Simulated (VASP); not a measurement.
InAs: single point with PBE

Crystal: InAs.

```
In As
1.0
     0.00000    2.96279    2.96279
     2.96279    0.00000    2.96279
     2.96279    2.96279    0.00000
In As
1 1
Direct
  0.00000 0.00000 0.00000
  0.75000 0.75000 0.75000
```

| Quantity | Value |
| --- | --- |
| Program | VASP 6.6.1 |
| Task | single point |
| Functional | PBE |
| Potentials or basis | VASP PAW PBE potentials, release 64 (In_d, As) |
| Cutoff | 520 eV |
| k mesh | 10 × 10 × 10 |
| Occupations | fermi-dirac, width 0.08 eV |
| Spin | no spin polarisation |

```
Pressure : 8.6 GPa
```

Levels at points of the mesh, in eV from the Fermi level:
```csv
k point,band 6,band 7,band 8,band 9,band 10,band 11,band 12,band 13
"(0.00, 0.00, 0.00)",-12.46,-0.19,-0.19,-0.19,-0.07,3.74,3.74,3.74
"(0.50, 0.00, 0.00)",-10.79,-6.28,-1.27,-1.27,0.91,4.52,4.52,6.73
"(0.50, 0.50, 0.00)",-10.18,-6.30,-2.72,-2.72,1.25,1.87,9.40,9.52
```

Wall time 22 s on 1 thread of AMD EPYC 9R45 96-Core Processor (Zen 5) (shared host), peak memory 0.16 GiB.

Caveat: the cell stands under pressure; spin-orbit coupling is left out, which moves the levels of the heavy elements.
